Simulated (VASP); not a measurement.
Write the native input for VASP 6.6.1 that does the following.

* Task: single point
* Functional: PBE
* Potentials or basis: VASP PAW PBE potentials, release 64 (Ga_d, F)
* Cutoff: 520 eV
* k mesh: 5 × 5 × 5
* Occupations: fermi-dirac, width 0.03 eV
* Spin: no spin polarisation
* Dipole correction: no
* Further INCAR settings: ALGO = Normal; EDIFF = 1e-06; NBANDS = 17

The structure of GaF lies in POSCAR:

```
GaF
1.0
    0.0000000000      2.8462400000      2.8462400000
    2.8462400000      0.0000000000      2.8462400000
    2.8462400000      2.8462400000      0.0000000000
Ga F
1 1
Direct
    0.2500000000      0.2500000000      0.2500000000
    0.0000000000      0.0000000000      0.0000000000
```

The input as run:

INCAR

```
SYSTEM = GaF
PREC = Accurate
ENCUT = 520
EDIFF = 1E-6
ISMEAR = -1
SIGMA = 0.03
LREAL = .False.
LASPH = .True.
NELM = 60
ALGO = Normal
ISIF = 2
LWAVE = .False.
LCHARG = .True.
GGA = PE
LELF = .True.
LVHAR = .True.
NBANDS = 17
```

KPOINTS

```
Automatic mesh
0
Gamma
  5 5 5
  0 0 0
```

Potentials or basis: VASP PAW PBE potentials, release 64 (Ga_d, F).

Run with:

```sh
$ cat potpaw_PBE.64/Ga_d/POTCAR potpaw_PBE.64/F/POTCAR > POTCAR
$ mpirun -np 1 vasp_std > vasp.out
```

It gave:

* Pressure: -0.1 GPa
* Band gap on the k mesh: 2.72 eV, indirect (least direct gap 2.80 eV)

Run time: 8.9 s on 1 thread of AMD EPYC 7R13 Processor (Zen 3), on a shared host, peak memory 0.13 GiB.
